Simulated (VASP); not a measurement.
A run of VASP 6.6.1 is set up as follows.

The input INCAR:

```
  PREC = Accurate
  ENCUT = 520
  EDIFF = 1E-7
  ISMEAR = 0
  SIGMA = 0.01
  LREAL = False
  LASPH = True
  NELM = 100
  ALGO = Normal
  ISIF = 2
  LWAVE = False
  LCHARG = False
  GGA = PE
  NBANDS = 11
```

KPOINTS

```
Automatic mesh
0
Gamma
  6 6 6
```

The input POSCAR:

```
BP
1.0
    0.0000000000      2.2683157262      2.2683157262
    2.2683157262      0.0000000000      2.2683157262
    2.2683157262      2.2683157262      0.0000000000
B P
1 1
Direct
    0.0000000000      0.0000000000      0.0000000000
    0.2500000000      0.2500000000      0.2500000000
```

Potentials or basis: VASP PAW PBE potentials, release 64 (B, P).

Launch:

```sh
$ cat potpaw_PBE.64/B/POTCAR potpaw_PBE.64/P/POTCAR > POTCAR
$ mpirun -np 1 vasp_std > vasp.out
```

Q: Estimate the band gap on the k mesh.

A: 1.33 eV, indirect (least direct gap 3.40 eV).

Q: What does it give for the pressure?

A: 1.2 GPa.

A k mesh can miss the band edges. PBE gaps usually lie below the measured ones, often by a third to a half.
